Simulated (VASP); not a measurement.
# Nb (C2/c) in VASP: a series of runs

The runs below take Nb through single point, with r2SCAN.

Program: VASP 6.6.1. These are calculated values, not measurements. Logs are shortened: lines on timing, memory, paths and dates and some standing lists are left out, and cuts for length are marked.

## 1. The cell of the first run

The structure is monoclinic, space group C2/c (No. 15). Conventional cell: a = 2.629 Å, b = 9.478 Å, c = 2.903 Å, α = 90.00°, β = 116.65°, γ = 90.00°. Nb (site symmetry 2) has 14 Nb at 2.63 to 3.35 Å within 3.5 Å.

## 2. Single point, r2SCAN (16.16 Å³/atom)

Input file POSCAR:

```
Nb
1.0
   -3.3492146085      3.3529780135      1.3142963322
    3.3529780135     -3.3492146085      1.3142963322
    1.8326442906      1.8326442906     -1.3074036491
Nb
2
Direct
    0.0001219694      0.9998780306      1.0000000000
    0.7498780306      0.2501219694      0.5000000000
```

Input file INCAR.step1:

```
SYSTEM = Nb
PREC     = Accurate       ! precision mode
ENCUT    = 520            ! plane-wave cutoff, eV
ISMEAR   = -1             ! smearing method
SIGMA    = 0.1            ! smearing width, eV
LREAL    = .False.        ! projectors in reciprocal space
LASPH    = .True.         ! aspherical terms in the spheres
NELM     = 100            ! most SCF steps
NBANDS   = 20             ! bands
GGA      = PE             ! functional
ALGO     = Normal         ! electronic algorithm
EDIFF    = 1E-4           ! SCF threshold, eV
LWAVE    = .True.         ! write WAVECAR
LCHARG   = .False.        ! write CHGCAR
```

Input file INCAR.step2:

```
SYSTEM = Nb
PREC     = Accurate       ! precision mode
ENCUT    = 520            ! plane-wave cutoff, eV
EDIFF    = 1E-7           ! SCF threshold, eV
ISMEAR   = -1             ! smearing method
SIGMA    = 0.1            ! smearing width, eV
LREAL    = .False.        ! projectors in reciprocal space
LASPH    = .True.         ! aspherical terms in the spheres
NELM     = 100            ! most SCF steps
ALGO     = Normal         ! electronic algorithm
ISIF     = 2              ! what is computed and relaxed
LWAVE    = .False.        ! write WAVECAR
LCHARG   = .False.        ! write CHGCAR
METAGGA  = R2SCAN         ! meta-GGA
LMIXTAU  = .True.       
NBANDS   = 20             ! bands
ISTART   = 1
```

Input file KPOINTS:

```
Automatic mesh
0
Gamma
  15 15 13
  0 0 0
```

Potentials or basis: VASP PAW PBE potentials, release 64 (Nb_sv).

The run is started by

```console
> cat potpaw_PBE.64/Nb_sv/POTCAR > POTCAR
> cp INCAR.step1 INCAR
> mpirun -np 1 vasp_std > vasp.out
> cp INCAR.step2 INCAR
> mpirun -np 1 vasp_std > vasp.out
```

OUTCAR:

```text
SYSTEM = Nb
   PREC = Accurate
   ENCUT = 520
   EDIFF = 1E-7
   ISMEAR = -1
   LREAL = .False.
   LASPH = .True.
   NELM = 100
   ISIF = 2
   METAGGA = R2SCAN
   ISTART = 1

 ion  position               nearest neighbor table
   1  0.000  1.000  0.000-   2 2.78   2 2.78   2 2.78   2 2.78
   2  0.750  0.250  0.500-   1 2.78   1 2.78   1 2.78   1 2.78

  LATTYP: Found a base centered monoclinic cell.
 ALAT       =     2.6285980525
 B/A-ratio  =     3.6058505387
 C/A-ratio  =     1.1043297538
 COS(beta)  =    -0.4485792357

  Lattice vectors:

 A1 = (  -3.3492146085,   3.3529780135,   1.3142963322)
 A2 = (   3.3529780135,  -3.3492146085,   1.3142963322)
 A3 = (   1.8326442906,   1.8326442906,  -1.3074036491)

Analysis of symmetry for initial positions (statically):
=====================================================================
 Subroutine PRICEL returns:
 Original cell was already a primitive cell.

 Routine SETGRP: Setting up the symmetry group for a
 base centered monoclinic supercell.

 Subroutine GETGRP returns: Found  4 space group operations
 (whereof  2 operations were pure point group operations)
 out of a pool of  4 trial point group operations.

The static configuration has the point symmetry C_2 .
 The point group associated with its full space group is C_2h.

Analysis of symmetry for dynamics (positions and initial velocities):
=====================================================================
 Subroutine PRICEL returns:
 Original cell was already a primitive cell.

 Routine SETGRP: Setting up the symmetry group for a
 base centered monoclinic supercell.

 Subroutine GETGRP returns: Found  4 space group operations
 (whereof  2 operations were pure point group operations)
 out of a pool of  4 trial point group operations.

The dynamic configuration has the point symmetry C_2 .
 The point group associated with its full space group is C_2h.

 Subroutine INISYM returns: Found  4 space group operations
 (whereof  2 operations are pure point group operations),
 and found     1 'primitive' translations

----------------------------------------------------------------------------------------

                                     Primitive cell

  volume of cell :      32.3193

[... 80 lines left out ...]
   ISTART =      1    job   : 0-new  1-cont  2-samecut
   ICHARG =      0    charge: 1-file 2-atom 10-const
   ISPIN  =      1    spin polarized calculation?
   LNONCOLLINEAR =      F non collinear calculations
   LSORBIT =      F    spin-orbit coupling
   LASPH  =      T    aspherical Exc in radial PAW
   ENCUT  =  520.0 eV  38.22 Ry    6.18 a.u.   9.14  9.14  5.40*2*pi/ulx,y,z
   NELM   =    100;   NELMIN=  2; NELMDL=  0     # of ELM steps
   EDIFF  = 0.1E-06   stopping-criterion for ELM
   LREAL  =      F    real-space projection
   EDIFFG = 0.1E-05   stopping-criterion for IOM
   NSW    =      0    number of steps for IOM
   IBRION =     -1    ionic relax: 0-MD 1-quasi-New 2-CG
   NFREE  =      0    steps in history (QN), initial steepest desc. (CG)
   ISIF   =      2    stress and relaxation
   ISYM   =      2    0-nonsym 1-usesym 2-fastsym
   POTIM  = 0.5000    time-step for ionic-motion
   TEBEG  =    0.0;   TEEND  =   0.0 temperature during run
   PSTRESS=    0.0 pullay stress
   NELECT =      26.0000    total number of electrons
   NUPDOWN=      -1.0000    fix difference up-down
   EMIN   =  10.00;   EMAX   =-10.00  energy-range for DOS
   EFERMI =   0.00;   METHOD = LEGACY
   ISMEAR =    -1;   SIGMA  =   0.10  broadening in eV -4-tet -1-fermi 0-gaus
   EFERMI_NEDOS =   21; number of points for ismear=-14 and -15
   IALGO  =     38    algorithm
   IMIX   =      4    mixing-type and parameters
     AMIX     =   0.40;   BMIX     =  1.00
     AMIX_MAG =   1.60;   BMIX_MAG =  1.00
  volume/ion in A,a.u.               =      16.16       109.05
  Fermi-wavevector in a.u.,A,eV,Ry     =   1.522575  2.877250 31.541498  2.318235
  Thomas-Fermi vector in A             =   2.631136
   LORBIT       =      0    0 simple, 1 ext, 2 COOP (PROOUT), +10 PAW based schemes
   METAGGA = R2SCAN    functional components
   LHFCALC =     F    Hartree Fock is set to
   AEXX    =    0.0000 exact exchange contribution
   IVDW    =     0    specifies the selected vdW correction
   LEPSILON=     F    determine dielectric tensor
   LRPA    =     F    only Hartree local field effects (RPA)
 non-spin polarized calculation
  energy-cutoff  :      520.00
  volume of cell :       32.32
 maximum number of plane-waves:       885
 NGX is ok and might be reduce to    40
   NGX = 19   NGY = 19   NGZ = 11

 number of electron      26.0000000 magnetization

 Free energy of the ion-electron system (eV)
  ---------------------------------------------------
  ext. energy  EPLUGINS =         0.00000000
  ---------------------------------------------------
  free energy    TOTEN  =       -49.09440096 eV

  energy without entropy =      -49.03329759  energy(sigma->0) =      -49.06384927

 E-fermi :  12.9941     XC(G=0): -14.2484

 val. band max:       12.9935283324   @ k =   0.4667   0.4000   0.0000
 cond. band min:      12.9963868617   @ k =  -0.2000  -0.4667   0.3077
 fundamental gap:      0.0028585293
 Fermi energy:        12.9941193015

 k-point     1 :       0.0000    0.0000    0.0000
  band No.  band energies     occupation
      1     -43.3549      2.00000
      2     -43.0026      2.00000
      3     -19.6161      2.00000
      4     -18.0282      2.00000
      5     -17.6745      2.00000
      6     -17.6708      2.00000
[... 541 lines left out ...]
     19      18.1521      0.00000
     20      23.1771      0.00000

 [... further k-points ...]

------------------------ aborting loop because EDIFF is reached ----------------------------------------

  FORCE on cell =-STRESS in cart. coord.  units (eV):
  Direction    XX          YY          ZZ          XY          YZ          ZX
  --------------------------------------------------------------------------------------
  -------------------------------------------------------------------------------------
  Total        5.4000371      5.4000371      5.7488194      0.0760003     -0.0200351     -0.0200351
  in kB      267.6982894    267.6982894    284.9886187      3.7675965     -0.9932062     -0.9932075
  external PRESSURE =     273.4617325 kB  Pullay stress =       0.0000000 kB

 VOLUME and BASIS-vectors are now :
 -----------------------------------------------------------------------------
  energy-cutoff  :      520.00
  volume of cell :       32.32
      direct lattice vectors                 reciprocal lattice vectors
    -3.349214609  3.352978014  1.314296332     0.060958582  0.210163485  0.380043539
     3.352978014 -3.349214609  1.314296332     0.210163485  0.060958582  0.380043539
     1.832644291  1.832644291 -1.307403649     0.272551434  0.272551434 -0.000780434

 POSITION                                       TOTAL-FORCE (eV/Angst)
 -----------------------------------------------------------------------------------
      3.35216     -3.34840      1.31430         0.012683     -0.012683      0.000000
     -0.75653      2.59293      0.66059        -0.012683      0.012683     -0.000000
 -----------------------------------------------------------------------------------
    total drift:                                0.000000     -0.000000     -0.000000

  FREE ENERGIE OF THE ION-ELECTRON SYSTEM (eV)
  ---------------------------------------------------
  free  energy   TOTEN  =       -49.0944009571 eV

  energy  without entropy=      -49.0332975884  energy(sigma->0) =      -49.06384927
```

OSZICAR.step1:

```text
N       E                     dE             d eps       ncg     rms          rms(c)
DAV:   1     0.311758289177E+03    0.31176E+03   -0.14801E+04 31360   0.139E+03
DAV:   2     0.505460981903E+00   -0.31125E+03   -0.30376E+03 34284   0.548E+02
DAV:   3    -0.196028354907E+02   -0.20108E+02   -0.19361E+02 59260   0.108E+02
DAV:   4    -0.203689574034E+02   -0.76612E+00   -0.76026E+00 41876   0.181E+01
DAV:   5    -0.204144846113E+02   -0.45527E-01   -0.45484E-01 52184   0.406E+00    0.119E+01
DAV:   6    -0.198458388718E+02    0.56865E+00   -0.10902E+00 46504   0.107E+01    0.447E+00
DAV:   7    -0.197935881859E+02    0.52251E-01   -0.51131E-01 56380   0.673E+00    0.148E+00
DAV:   8    -0.198100844640E+02   -0.16496E-01   -0.52493E-02 43396   0.238E+00    0.257E-01
DAV:   9    -0.198098350150E+02    0.24945E-03   -0.47037E-03 50960   0.575E-01    0.770E-02
DAV:  10    -0.198098202376E+02    0.14777E-04   -0.83892E-05 23380   0.114E-01
   1 F= -.19809820E+02 E0= -.19777335E+02  d E =-.649704E-01
```

It took 40 min on 1 thread of AMD EPYC 9R45 (Zen 5), shared host; peak memory 0.48 GiB.

What came out:

- Free energy: -49.0944 eV
- Pressure: 27.3 GPa
- Largest force: 0.018 eV/Å
- Band gap on the k mesh: zero (bands 13 and 14 overlap by 3.59 eV)

Forces on the atoms (eV/Å):
```
Nb   0.013 -0.013  0.000
Nb  -0.013  0.013  0.000
```

Levels at points of the mesh, in eV from the Fermi level:
```tsv
k point	band 10	band 11	band 12	band 13	band 14	band 15	band 16	band 17
(0.00, 0.00, 0.00)	-4.45	-1.29	-1.10	0.85	1.18	1.67	2.28	2.45
```

Caveat: the cell stands under pressure; the PAW data sets were made with another functional, which shifts forces and pressure a little.

## 3. Single point, r2SCAN (20.57 Å³/atom)

This run uses another cell than the first one, of 20.57 Å³/atom.

Input file POSCAR:

```
Nb
1.0
   -3.6295665208      3.6336449483      1.4243118234
    3.6336449483     -3.6295665208      1.4243118234
    1.9860490113      1.9860490113     -1.4168421760
Nb
2
Direct
    0.0001219694      0.9998780306      1.0000000000
    0.7498780306      0.2501219694      0.5000000000
```

Input file INCAR.step1:

```
SYSTEM = Nb
PREC = Accurate
ENCUT = 520
ISMEAR = -1
SIGMA = 0.1
LREAL = .False.
LASPH = .True.
NELM = 100
NBANDS = 20
GGA = PE
ALGO = Normal
EDIFF = 1E-4
LWAVE = .True.
LCHARG = .False.
```

Input file INCAR.step2:

```
SYSTEM = Nb
PREC = Accurate
ENCUT = 520
EDIFF = 1E-6
ISMEAR = -1
SIGMA = 0.1
LREAL = .False.
LASPH = .True.
NELM = 100
ALGO = Normal
ISIF = 2
LWAVE = .False.
LCHARG = .True.
METAGGA = R2SCAN
LMIXTAU = .True.
LELF = .True.
LVHAR = .True.
NBANDS = 20
ISTART = 1
```

KPOINTS is that of step 2.

Potentials or basis: VASP PAW PBE potentials, release 64 (Nb_sv).

The run is started by

```console
> cat potpaw_PBE.64/Nb_sv/POTCAR > POTCAR
> cp INCAR.step1 INCAR
> mpirun -np 1 vasp_std > vasp.out
> cp INCAR.step2 INCAR
> mpirun -np 1 vasp_std > vasp.out
```

Wall time 88 min (1 thread of Oxide Virtual Turin-like, shared host); peak memory 0.57 GiB.

It converged, with:

* Free energy: -49.2009 eV
* Pressure: -15.7 GPa
* Largest force: 0.007 eV/Å
* Band gap on the k mesh: zero (bands 13 and 14 overlap by 2.18 eV)

Forces on the atoms (eV/Å):
```
Nb   0.005 -0.005  0.000
Nb  -0.005  0.005  0.000
```

Stress tensor (GPa, compression positive):
```
-15.59  -0.31  -0.07
 -0.31 -15.59  -0.07
 -0.07  -0.07 -15.96
```

Levels at points of the mesh, in eV from the Fermi level:
| k point | band 10 | band 11 | band 12 | band 13 | band 14 | band 15 | band 16 | band 17 |
| --- | --- | --- | --- | --- | --- | --- | --- | --- |
| (0.00, 0.00, 0.00) | -3.53 | -0.82 | -0.67 | 0.83 | 0.89 | 1.11 | 1.99 | 2.01 |

Caveat: the cell stands under tension; the PAW data sets were made with another functional, which shifts forces and pressure a little.
